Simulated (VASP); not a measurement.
Here is a VASP 6.6.1 calculation.

INCAR

```
ALGO = Normal
EDIFF = 1E-7
ENCUT = 520
GGA = CA
ISIF = 2
ISMEAR = -1
ISPIN = 2
LASPH = T
LCHARG = F
LMAXMIX = 6
LORBIT = 11
LREAL = F
LWAVE = F
MAGMOM = 7
NBANDS = 18
NELM = 150
PREC = Accurate
SIGMA = 0.05
```

Contents of KPOINTS:

```
k-points
0
Gamma
  11 11 11
```

The input POSCAR:

```
Eu
1.0
    2.9589484411      0.0000000000      0.0000000000
    0.0000000000      2.9589484411      0.0000000000
    0.0000000000      0.0000000000      2.9589484411
Eu
1
Direct
    0.0000000000      0.0000000000      0.0000000000
```

Potentials or basis: VASP PAW PBE potentials, release 64 (Eu).

Run with:

```console
$ cat potpaw_PBE.64/Eu/POTCAR > POTCAR
$ mpirun -np 1 vasp_std > vasp.out
```

(1) Estimate the pressure.

(2) What does it give for the site moments?

(3) What does it give for the net moment?

Results:

(1) 7.7 GPa.

(2) Eu +6.74 μB.

(3) 7.20 μB per cell.

Caveat: the cell stands under pressure; the PAW data sets were made with another functional, which shifts forces and pressure a little.
